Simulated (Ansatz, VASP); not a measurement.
Two plane-wave programs on Si4Ru

```xyz
5
Lattice="-2.6655 2.6655 2.6655 2.6655 -2.6655 2.6655 2.6655 2.6655 -2.6655" Properties=species:S:1:pos:R:3 pbc="T T T"
Si    1.3327    1.3327   -1.3327
Si    1.3327   -1.3327    1.3327
Si   -1.3327    1.3327    1.3327
Si    1.3327    1.3327    1.3327
Ru    0.0000    0.0000    0.0000
```

Change from the starting cell: species swapped into the CrGa4 type (Im-3m, No. 229).

Alike in both runs: task relaxation of cell and atoms; functional PBE; k mesh 4 × 4 × 4; occupations gaussian, width 0.1 eV; no spin polarisation.

|  | VASP | Ansatz |
| --- | --- | --- |
| version | VASP 6.6.1 | Ansatz 0.2.0 |
| potentials or method | VASP PAW PBE potentials, release 64 (Si, Ru_pv), cutoff 600 eV | scalar-relativistic, plane waves, PAW |
| valence electrons in the cell | 30 | 32 |

```tsv
	VASP	Ansatz	Ansatz less VASP
gap on the k mesh at the Fermi level, each at its own relaxed structure (eV)	none	none	-
relaxed volume (Å³/atom)	16.82	16.79	-0.030
relaxed length of the cell vector where the two differ most in proportion (Å)	4.780	4.778	-0.0029
```

A gap of «none» marks a metal or a gap that the smearing closes. VASP's potentials hold 30 valence electrons a cell and Ansatz's 32, so a difference there can come from the potentials and not from the codes.

The k mesh is coarse, so the values compare programs but aren't converged.
